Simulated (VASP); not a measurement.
GaN:

```
Ga N
1.0
     0.00000    2.28316    2.28316
     2.28316    0.00000    2.28316
     2.28316    2.28316    0.00000
Ga N
1 1
Direct
  0.00000 0.00000 0.00000
  0.25000 0.25000 0.25000
```

Program: VASP 6.6.1. Alike in all runs: task single point; no spin polarisation; cell as given; smearing fermi-dirac 0.05 eV.

Order these runs on this cell by their pressure, lowest first.
A. level B3LYP; potentials or basis VASP PAW PBE potentials, release 64 (Ga_d, N_h); k mesh 5 × 5 × 5; cutoff (eV) 1000; grid for exact exchange (PRECFOCK) Normal; share of exact exchange 0.2
B. level BLYP+D4; potentials or basis VASP PAW PBE potentials, release 64 (Ga_d, N_h); k mesh 10 × 10 × 10; cutoff (eV) 1330
C. level BHLYP; potentials or basis VASP PAW PBE potentials, release 64 (Ga_d, N); k mesh 5 × 5 × 5; cutoff (eV) 520; grid for exact exchange (PRECFOCK) Normal; share of exact exchange 0.5

C (-8.4 GPa), B (-6.0 GPa), A (-2.1 GPa).

Caveats: some runs use coarse meshes; the PAW data sets were made with another functional, which shifts forces and pressure a little; the cell stands under tension (at least some runs).
